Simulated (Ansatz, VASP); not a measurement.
## SnGe5 in VASP and in Ansatz

```
Sn Ge
1.0
     7.89896    0.00000    0.00000
    -3.94948    6.84070    0.00000
     0.00000    0.00000    2.84623
Sn Ge
1 5
Direct
  0.00000 0.00000 0.00000
  0.64691 0.00000 0.00000
  0.00000 0.64691 0.00000
  0.35309 0.35309 0.00000
  0.33333 0.66667 0.00000
  0.66667 0.33333 0.00000
```

Alike in both runs: functional PBE; k mesh 6 × 6 × 14; occupations gaussian, width 0.1 eV; no spin polarisation.

Ansatz relaxed the structure, and its values are those at the end. VASP's run is a single point on that final structure, the one shown.

|  | VASP | Ansatz |
| --- | --- | --- |
| version | VASP 6.6.1 | Ansatz 0.2.0 |
| potentials or method | VASP PAW PBE potentials, release 64 (Sn_d, Ge_d), cutoff 520 eV | scalar-relativistic, plane waves, PAW |
| valence electrons in the cell | 84 | 84 |

|  | VASP | Ansatz | Ansatz less VASP |
| --- | --- | --- | --- |
| gap on the k mesh at the Fermi level (eV) | none | none | - |
| pressure (GPa) | 0.0 | 0.0 | -0.01 |

A gap of «none» marks a metal or a gap that the smearing closes.
